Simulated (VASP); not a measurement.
Write the native input for VASP 6.6.1 that does the following.

```
Task                   : single point
Functional             : r2SCAN
Potentials or basis    : VASP PAW PBE potentials, release 64 (Si, O)
Cutoff                 : 520 eV
k mesh                 : 6 × 6 × 8
Occupations            : gaussian, width 0.05 eV
Spin                   : no spin polarisation
Dipole correction      : no
Further INCAR settings : ALGO = Normal; EDIFF = 1e-06; NBANDS = 25
```

SiO2:

```
CELL_PARAMETERS angstrom
4.18541 0.00000 0.00000
0.00000 4.18541 0.00000
0.00000 0.00000 2.66874
ATOMIC_POSITIONS crystal
Si 0.50000 0.50000 0.56557
Si 0.00000 0.00000 0.06557
O 0.69389 0.69389 0.94245
O 0.19389 0.80611 0.44245
O 0.30611 0.30611 0.94245
O 0.80611 0.19389 0.44245
```

This cell differs from its parent crystal: mode 13 (655.2 1/cm) frozen in, largest displacement +0.175 Å.

These files were run (other wordings do the same):

POSCAR

```
SiO2
1.0
    4.1854060762      0.0000000000      0.0000000000
    0.0000000000      4.1854060762      0.0000000000
    0.0000000000      0.0000000000      2.6687449733
Si O
2 4
Direct
    0.5000000000      0.5000000000      0.5655738940
    0.0000000000      0.0000000000      0.0655738940
    0.6938852014      0.6938852014     -0.0575549351
    0.1938852014      0.8061147986      0.4424450649
    0.3061147986      0.3061147986     -0.0575549351
    0.8061147986      0.1938852014      0.4424450649
```

INCAR.step1

```
SYSTEM = SiO2
ALGO     = Normal         ! electronic algorithm
EDIFF    = 1E-4           ! SCF threshold, eV
ENCUT    = 520            ! plane-wave cutoff, eV
GGA      = PE             ! functional
ISMEAR   = 0              ! smearing method
LASPH    = .TRUE.         ! aspherical terms in the spheres
LCHARG   = .FALSE.        ! write CHGCAR
LREAL    = .FALSE.        ! projectors in reciprocal space
LWAVE    = .TRUE.         ! write WAVECAR
NBANDS   = 25             ! bands
NELM     = 80             ! most SCF steps
PREC     = Accurate       ! precision mode
SIGMA    = 0.05           ! smearing width, eV
```

INCAR.step2

```
SYSTEM = SiO2
ALGO     = Normal         ! electronic algorithm
EDIFF    = 1E-6           ! SCF threshold, eV
ENCUT    = 520            ! plane-wave cutoff, eV
ISIF     = 2              ! what is computed and relaxed
ISMEAR   = 0              ! smearing method
ISTART   = 1            
LASPH    = .TRUE.         ! aspherical terms in the spheres
LCHARG   = .TRUE.         ! write CHGCAR
LELF     = .TRUE.         ! ELF
LMIXTAU  = .TRUE.       
LREAL    = .FALSE.        ! projectors in reciprocal space
LVHAR    = .TRUE.       
LWAVE    = .FALSE.        ! write WAVECAR
METAGGA  = R2SCAN         ! meta-GGA
NBANDS   = 25             ! bands
NELM     = 80             ! most SCF steps
PREC     = Accurate       ! precision mode
SIGMA    = 0.05           ! smearing width, eV
```

KPOINTS

```
k-points
0
G
  6 6 8
  0 0 0
```

Potentials or basis: VASP PAW PBE potentials, release 64 (Si, O).

The run is started by

```bash
$ cat potpaw_PBE.64/Si/POTCAR potpaw_PBE.64/O/POTCAR > POTCAR
$ cp INCAR.step1 INCAR
$ mpirun -np 1 vasp_std > vasp.out
$ cp INCAR.step2 INCAR
$ mpirun -np 1 vasp_std > vasp.out
```

Results of the run:

The pressure is 31.2 GPa and the largest force is 8.876 eV/Å. The band gap on the k mesh is 5.94 eV, direct.

Caveat: the cell differs from its parent crystal (mode 13 (655.2 1/cm) frozen in, largest displacement +0.175 Å); the PAW data sets were made with another functional, which shifts forces and pressure a little.

It took 64 s on 1 thread of Intel(R) Xeon(R) Platinum 8488C (Sapphire Rapids), on a shared host, peak memory 0.18 GiB.
